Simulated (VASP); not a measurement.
# NbTe (P-6m2) in VASP: notebook

NbTe is run at these levels: PBEsol, LDA; tasks: single point.

Program: VASP 6.6.1. These are calculated values, not measurements. Logs are shortened: lines on timing, memory, paths and dates and some standing lists are left out, and cuts for length are marked.

### Step 1. The cell of the first run

Symmetry: P-6m2, No. 187, hexagonal system. Conventional cell: a = 3.727 Å, b = 3.727 Å, c = 3.719 Å, α = 90.00°, β = 90.00°, γ = 120.00°. Te (site symmetry -6m2) has 6 Nb at 2.84 Å within 3.7 Å. Nb (site symmetry -6m2) has 6 Te at 2.84 Å within 3.7 Å.

### Step 2. Single point, PBEsol

Contents of INCAR:

```
SYSTEM = NbTe
ALGO = Normal ; EDIFF = 1E-6
ENCUT = 520 ; GGA = PS
ISIF = 2 ; ISMEAR = -1
LASPH = .True. ; LCHARG = .True.
LELF = .True. ; LREAL = .False.
LVHAR = .True. ; LWAVE = .False.
NBANDS = 16 ; NELM = 80
PREC = Accurate ; SIGMA = 0.05
```

Contents of KPOINTS:

```
k-points
0
Gamma
  8 8 7
  0 0 0
```

Contents of POSCAR:

```
NbTe
1.0
    3.7274981105      0.0000000000      0.0000000000
   -1.8637490552      3.2281080563      0.0000000000
    0.0000000000      0.0000000000      3.7186766865
Te Nb
1 1
Direct
    0.6666666667      0.3333333333      0.0000000000
    0.0000000000      0.0000000000      0.5000000000
```

Potentials or basis: VASP PAW PBE potentials, release 64 (Te, Nb_sv).

Started as:

```console
> cat potpaw_PBE.64/Te/POTCAR potpaw_PBE.64/Nb_sv/POTCAR > POTCAR
> mpirun -np 1 vasp_std > vasp.out
```

OUTCAR:

```text
SYSTEM = NbTe
   EDIFF = 1E-6
   ENCUT = 520
   GGA = PS
   ISIF = 2
   ISMEAR = -1
   LASPH = .True.
   LREAL = .False.
   NELM = 80
   PREC = Accurate

 ion  position               nearest neighbor table
   1  0.667  0.333  0.000-   2 2.84   2 2.84   2 2.84   2 2.84   2 2.84   2 2.84
   2  0.000  0.000  0.500-   1 2.84   1 2.84   1 2.84   1 2.84   1 2.84   1 2.84

  LATTYP: Found a hexagonal cell.
 ALAT       =     3.7274981105
 C/A-ratio  =     0.9976334196

  Lattice vectors:

 A1 = (   3.7274981105,   0.0000000000,   0.0000000000)
 A2 = (  -1.8637490552,   3.2281080563,   0.0000000000)
 A3 = (   0.0000000000,   0.0000000000,   3.7186766865)

Analysis of symmetry for initial positions (statically):
=====================================================================
 Subroutine PRICEL returns:
 Original cell was already a primitive cell.

 Routine SETGRP: Setting up the symmetry group for a
 hexagonal supercell.

 Subroutine GETGRP returns: Found 12 space group operations
 (whereof 12 operations were pure point group operations)
 out of a pool of 24 trial point group operations.

The static configuration has the point symmetry D_3h.

Analysis of symmetry for dynamics (positions and initial velocities):
=====================================================================
 Subroutine PRICEL returns:
 Original cell was already a primitive cell.

 Routine SETGRP: Setting up the symmetry group for a
 hexagonal supercell.

 Subroutine GETGRP returns: Found 12 space group operations
 (whereof 12 operations were pure point group operations)
 out of a pool of 24 trial point group operations.

The dynamic configuration has the point symmetry D_3h.

 Subroutine INISYM returns: Found 12 space group operations
 (whereof 12 operations are pure point group operations),
 and found     1 'primitive' translations

----------------------------------------------------------------------------------------

                                     Primitive cell

  volume of cell :      44.7460

  direct lattice vectors                    reciprocal lattice vectors
     3.727498111  0.000000000  0.000000000     0.268276461  0.154889487  0.000000000
    -1.863749055  3.228108056  0.000000000     0.000000000  0.309778973  0.000000000
     0.000000000  0.000000000  3.718676686     0.000000000  0.000000000  0.268912865

  length of vectors
     3.727498111  3.727498111  3.718676686     0.309778973  0.309778973  0.268912865

  position of ions in fractional coordinates (direct lattice)
     0.666666667  0.333333333  0.000000000
     0.000000000  0.000000000  0.500000000

  ion indices of the primitive-cell ions
   primitive index   ion index
                 1           1
                 2           2

----------------------------------------------------------------------------------------

 KPOINTS: k-points

Automatic generation of k-mesh.
 Grid dimensions read from file:
 generate k-points for:    8    8    7

 Generating k-lattice:

  Cartesian coordinates                     Fractional coordinates (reciprocal lattice)
     0.033534558  0.019361186  0.000000000     0.125000000  0.000000000  0.000000000
     0.000000000  0.038722372  0.000000000     0.000000000  0.125000000  0.000000000
     0.000000000  0.000000000  0.038416124     0.000000000  0.000000000  0.142857143

  Length of vectors
     0.038722372  0.038722372  0.038416124

  Shift w.r.t. Gamma in fractional coordinates (k-lattice)
     0.000000000  0.000000000  0.000000000

 Subroutine IBZKPT returns following result:
 ===========================================

 Found     40 irreducible k-points:

 Following reciprocal coordinates:
            Coordinates               Weight
  0.000000  0.000000  0.000000      1.000000
  0.125000  0.000000  0.000000      6.000000
  0.250000  0.000000  0.000000      6.000000
  0.375000  0.000000  0.000000      6.000000
  0.500000  0.000000  0.000000      3.000000
  0.125000  0.125000  0.000000      6.000000
[... 16 lines left out ...]
  0.250000  0.000000  0.285714     12.000000
  0.375000  0.000000  0.285714     12.000000
 [... further k-points ...]
   k-points           NKPTS =     40   k-points in BZ     NKDIM =     40   number of bands    NBANDS=     16
   number of dos      NEDOS =    301   number of ions     NIONS =      2
   total plane-waves  NPLWV =  21952
   dimension x,y,z NGX =    28 NGY =   28 NGZ =   28
   dimension x,y,z NGXF=    56 NGYF=   56 NGZF=   56
   ions per type =               1   1
   NGX,Y,Z   is equivalent  to a cutoff of  12.49, 12.49, 12.52 a.u.
   NGXF,Y,Z  is equivalent  to a cutoff of  24.98, 24.98, 25.04 a.u.
 SYSTEM =  NbTe
   PREC   = accura    normal or accurate (medium, high low for compatibility)
   ISTART =      0    job   : 0-new  1-cont  2-samecut
   ICHARG =      2    charge: 1-file 2-atom 10-const
   ISPIN  =      1    spin polarized calculation?
   LNONCOLLINEAR =      F non collinear calculations
   LSORBIT =      F    spin-orbit coupling
   LASPH  =      T    aspherical Exc in radial PAW
   ENCUT  =  520.0 eV  38.22 Ry    6.18 a.u.   6.93  6.93  6.91*2*pi/ulx,y,z
   NELM   =     80;   NELMIN=  2; NELMDL= -5     # of ELM steps
   EDIFF  = 0.1E-05   stopping-criterion for ELM
   LREAL  =      F    real-space projection
   EDIFFG = 0.1E-04   stopping-criterion for IOM
   NSW    =      0    number of steps for IOM
   IBRION =     -1    ionic relax: 0-MD 1-quasi-New 2-CG
   NFREE  =      0    steps in history (QN), initial steepest desc. (CG)
   ISIF   =      2    stress and relaxation
   ISYM   =      2    0-nonsym 1-usesym 2-fastsym
   POTIM  = 0.5000    time-step for ionic-motion
   TEBEG  =    0.0;   TEEND  =   0.0 temperature during run
   PSTRESS=    0.0 pullay stress
   NELECT =      19.0000    total number of electrons
   NUPDOWN=      -1.0000    fix difference up-down
   EMIN   =  10.00;   EMAX   =-10.00  energy-range for DOS
   EFERMI =   0.00;   METHOD = LEGACY
   ISMEAR =    -1;   SIGMA  =   0.05  broadening in eV -4-tet -1-fermi 0-gaus
   EFERMI_NEDOS =   21; number of points for ismear=-14 and -15
   IALGO  =     38    algorithm
   IMIX   =      4    mixing-type and parameters
     AMIX     =   0.40;   BMIX     =  1.00
     AMIX_MAG =   1.60;   BMIX_MAG =  1.00
  volume/ion in A,a.u.               =      22.37       150.98
  Fermi-wavevector in a.u.,A,eV,Ry     =   1.230480  2.325271 20.600339  1.514082
  Thomas-Fermi vector in A             =   2.365327
   LORBIT       =      0    0 simple, 1 ext, 2 COOP (PROOUT), +10 PAW based schemes
   GGA     = PS    functional components
   LHFCALC =     F    Hartree Fock is set to
   AEXX    =    0.0000 exact exchange contribution
   IVDW    =     0    specifies the selected vdW correction
   LEPSILON=     F    determine dielectric tensor
   LRPA    =     F    only Hartree local field effects (RPA)
 non-spin polarized calculation
  energy-cutoff  :      520.00
  volume of cell :       44.75
 maximum number of plane-waves:      1218
 NGX is ok and might be reduce to    28
   NGX = 13   NGY = 13   NGZ = 13

 number of electron      19.0000000 magnetization

 Free energy of the ion-electron system (eV)
  ---------------------------------------------------
  ext. energy  EPLUGINS =         0.00000000
  ---------------------------------------------------
  free energy    TOTEN  =       -14.83602608 eV

  energy without entropy =      -14.82423489  energy(sigma->0) =      -14.83013049

 E-fermi :  10.6109     XC(G=0): -11.2980

 val. band max:       10.6101693259   @ k =   0.1250   0.0000   0.2857
 cond. band min:      10.6594606428   @ k =   0.2500   0.1250   0.2857
 fundamental gap:      0.0492913169
 Fermi energy:        10.6108744204

 k-point     1 :       0.0000    0.0000    0.0000
  band No.  band energies     occupation
      1     -44.9170      2.00000
      2     -21.1237      2.00000
      3     -20.9366      2.00000
      4     -20.9366      2.00000
      5      -3.5293      2.00000
      6       7.5086      2.00000
[... 8 lines left out ...]
     15      16.4517      0.00000
     16      17.5432      0.00000

 k-point     2 :       0.1250    0.0000    0.0000
  band No.  band energies     occupation
      1     -44.9158      2.00000
      2     -21.1207      2.00000
      3     -20.9548      2.00000
      4     -20.9409      2.00000
      5      -3.3470      2.00000
      6       6.7212      2.00000
[... 8 lines left out ...]
     15      16.3238      0.00000
     16      18.2915      0.00000

 k-point     3 :       0.2500    0.0000    0.0000
  band No.  band energies     occupation
      1     -44.9130      2.00000
      2     -21.1135      2.00000
      3     -20.9986      2.00000
      4     -20.9513      2.00000
      5      -2.8520      2.00000
      6       5.3399      2.00000
[... 8 lines left out ...]
     15      17.3383      0.00000
     16      18.8200      0.00000

 k-point     4 :       0.3750    0.0000    0.0000
  band No.  band energies     occupation
      1     -44.9102      2.00000
      2     -21.1063      2.00000
      3     -21.0419      2.00000
      4     -20.9617      2.00000
      5      -2.2375      2.00000
      6       4.0661      2.00000
[... 8 lines left out ...]
     15      16.9439      0.00000
     16      19.1232      0.00000
[... 324 lines left out ...]
 k-point    22 :       0.1250    0.0000    0.2857
  band No.  band energies     occupation
      1     -44.9130      2.00000
      2     -21.1836      2.00000
      3     -20.9483      2.00000
      4     -20.9350      2.00000
      5      -2.6986      2.00000
      6       4.6864      2.00000
[... 8 lines left out ...]
     15      17.1511      0.00000
     16      18.5966      0.00000

 k-point    23 :       0.2500    0.0000    0.2857
  band No.  band energies     occupation
      1     -44.9102      2.00000
      2     -21.1735      2.00000
      3     -20.9898      2.00000
      4     -20.9445      2.00000
      5      -2.3396      2.00000
      6       4.9286      2.00000
[... 8 lines left out ...]
     15      17.2581      0.00000
     16      18.9754      0.00000

 k-point    24 :       0.3750    0.0000    0.2857
  band No.  band energies     occupation
      1     -44.9074      2.00000
      2     -21.1633      2.00000
      3     -21.0310      2.00000
      4     -20.9540      2.00000
      5      -1.9117      2.00000
      6       4.4658      2.00000
[... 8 lines left out ...]
     15      16.7725      0.00000
     16      19.0955      0.00000

 [... further k-points ...]
[... 5 lines left out ...]
  --------------------------------------------------------------------------------------
  -------------------------------------------------------------------------------------
  Total       -2.0084766     -2.0084766     -2.1930418     -0.0000000     -0.0000000      0.0000000
  in kB      -71.9156559    -71.9156559    -78.5242084     -0.0000000     -0.0000000      0.0000000
  external PRESSURE =     -74.1185067 kB  Pullay stress =       0.0000000 kB

 VOLUME and BASIS-vectors are now :
 -----------------------------------------------------------------------------
  energy-cutoff  :      520.00
  volume of cell :       44.75
      direct lattice vectors                 reciprocal lattice vectors
     3.727498111  0.000000000  0.000000000     0.268276461  0.154889487  0.000000000
    -1.863749055  3.228108056  0.000000000     0.000000000  0.309778973  0.000000000
     0.000000000  0.000000000  3.718676686     0.000000000  0.000000000  0.268912865

 POSITION                                       TOTAL-FORCE (eV/Angst)
 -----------------------------------------------------------------------------------
      1.86375      1.07604      0.00000         0.000000     -0.000000      0.000000
      0.00000      0.00000      1.85934        -0.000000      0.000000      0.000000
 -----------------------------------------------------------------------------------
    total drift:                               -0.000000      0.000000      0.000000

  FREE ENERGIE OF THE ION-ELECTRON SYSTEM (eV)
  ---------------------------------------------------
  free  energy   TOTEN  =       -14.8360260773 eV

  energy  without entropy=      -14.8242348934  energy(sigma->0) =      -14.83013049
```

Run time: 15 s. Hardware: 1 thread of AMD EPYC 9R45 (Zen 5), shared host; peak memory 0.14 GiB.

What came out:

```yaml
Free_energy: -14.8360 eV
Pressure: -7.4 GPa
```

Stress tensor (GPa, compression positive):
```
-7.19  0.00  0.00
 0.00 -7.19  0.00
 0.00  0.00 -7.85
```

Caveat: the PAW data sets were made with another functional, which shifts forces and pressure a little; spin-orbit coupling is left out, which moves the levels of the heavy elements.

### Step 3. Single point, LDA

This run uses another cell than the first one, of 22.81 Å³/atom, 1.020 times its volume.

Contents of INCAR:

```
PREC = Accurate
ENCUT = 520
EDIFF = 1E-7
ISMEAR = -1
SIGMA = 0.05
LREAL = F
LASPH = T
NELM = 100
ALGO = Normal
ISIF = 2
LWAVE = F
LCHARG = F
NBANDS = 16
```

Contents of KPOINTS:

```
regular mesh
0
Gamma
  8 8 7
```

Contents of POSCAR:

```
NbTe
1.0
    3.7517033219      0.0000000000      0.0000000000
   -1.8758516609      3.2490703843      0.0000000000
    0.0000000000      0.0000000000      3.7428246143
Te Nb
1 1
Direct
    0.6666666667      0.3333333333      0.0000000000
    0.0000000000      0.0000000000      0.5000000000
```

Potentials or basis: VASP PAW LDA potentials, release 64 (Te, Nb_sv).

Started as:

```console
> cat potpaw_LDA.64/Te/POTCAR potpaw_LDA.64/Nb_sv/POTCAR > POTCAR
> mpirun -np 1 vasp_std > vasp.out
```

It took 15 s on 1 thread of AMD EPYC 9R45 (Zen 5), shared host; peak memory 0.13 GiB.

The run converged. Its results:

* Free energy: -15.3582 eV
* Pressure: -11.3 GPa

Stress tensor (GPa, compression positive):
```
-10.68   0.00   0.00
  0.00 -10.68   0.00
  0.00   0.00 -12.57
```

Levels at points of the mesh, in eV from the Fermi level:
```
           k point  band 7  band 8  band 9  band 10  band 11  band 12  band 13  band 14
(0.00, 0.00, 0.00)   -3.05   -2.82   -2.33     0.12     0.12     2.28     2.28     2.54
(0.50, 0.00, 0.00)   -3.71   -2.56   -2.46    -0.18     1.16     1.37     2.87     3.65
```

Caveat: spin-orbit coupling is left out, which moves the levels of the heavy elements.

### Step 4. Single point, LDA

This run uses another cell than the first one, of 23.25 Å³/atom, 1.039 times its volume.

Contents of INCAR:

```
SYSTEM = NbTe
PREC = Accurate
ENCUT = 520
EDIFF = 1E-6
ISMEAR = -1
SIGMA = 0.05
LREAL = .FALSE.
LASPH = .TRUE.
NELM = 60
ALGO = Normal
ISIF = 2
LWAVE = .FALSE.
LCHARG = .TRUE.
GGA = CA
LELF = .TRUE.
LVHAR = .TRUE.
NBANDS = 16
```

Contents of KPOINTS:

```
Automatic mesh
0
G
  8 8 7
  0 0 0
```

Contents of POSCAR:

```
NbTe
1.0
    3.7756001657      0.0000000000      0.0000000000
   -1.8878000828      3.2697656581      0.0000000000
    0.0000000000      0.0000000000      3.7666649043
Te Nb
1 1
Direct
    0.6666666667      0.3333333333      0.0000000000
    0.0000000000      0.0000000000      0.5000000000
```

Started as:

```console
> cat potpaw_LDA.64/Te/POTCAR potpaw_LDA.64/Nb_sv/POTCAR > POTCAR
> mpirun -np 1 vasp_std > vasp.out
```

Run time: 15 s. Hardware: 1 thread of AMD EPYC 9R45 (Zen 5), shared host; peak memory 0.13 GiB.

Results (log left out):

| Quantity | Value |
| --- | --- |
| Free energy | -15.2922 eV |
| Pressure | -12.9 GPa |

Stress tensor (GPa, compression positive):
```
-12.08   0.00   0.00
  0.00 -12.08   0.00
  0.00   0.00 -14.45
```

Levels at points of the mesh, in eV from the Fermi level:
| k point | band 7 | band 8 | band 9 | band 10 | band 11 | band 12 | band 13 | band 14 |
| --- | --- | --- | --- | --- | --- | --- | --- | --- |
| (0.00, 0.00, 0.00) | -3.00 | -2.73 | -2.32 | 0.12 | 0.12 | 2.21 | 2.21 | 2.41 |
| (0.50, 0.00, 0.00) | -3.65 | -2.54 | -2.39 | -0.18 | 1.13 | 1.33 | 2.80 | 3.57 |

Caveat: spin-orbit coupling is left out, which moves the levels of the heavy elements.

[end of part 1 of 2]
